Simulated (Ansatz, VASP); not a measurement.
AlCo in VASP and in Ansatz

```
Al Co
1.0
     2.85415    0.00000    0.00000
     0.00000    2.85415    0.00000
     0.00000    0.00000    2.85415
Al Co
1 1
Cartesian
  0.0000 0.0000 0.0000
  1.4271 1.4271 1.4271
```

Alike in both runs: functional PBE; k mesh 14 × 14 × 14; occupations fermi-dirac, width 0.15 eV; no spin polarisation.

Ansatz relaxed the structure, and its values are those at the end. VASP's run is a single point on that final structure, the one shown.

|  | VASP | Ansatz |
| --- | --- | --- |
| version | VASP 6.6.1 | Ansatz 0.2.0 |
| potentials or method | VASP PAW PBE potentials, release 64 (Al, Co), cutoff 520 eV | scalar-relativistic, plane waves, PAW |
| valence electrons in the cell | 12 | 20 |

```tsv
	VASP	Ansatz	Ansatz less VASP
gap on the k mesh at the Fermi level (eV)	none	none	-
pressure (GPa)	0.0	0.0	+0.02
```

A gap of «none» marks a metal or a gap that the smearing closes. The functional is the same, so the differences come from potentials, cutoffs and numerics. VASP's potentials hold 12 valence electrons a cell and Ansatz's 20, so a difference there can come from the potentials and not from the codes.
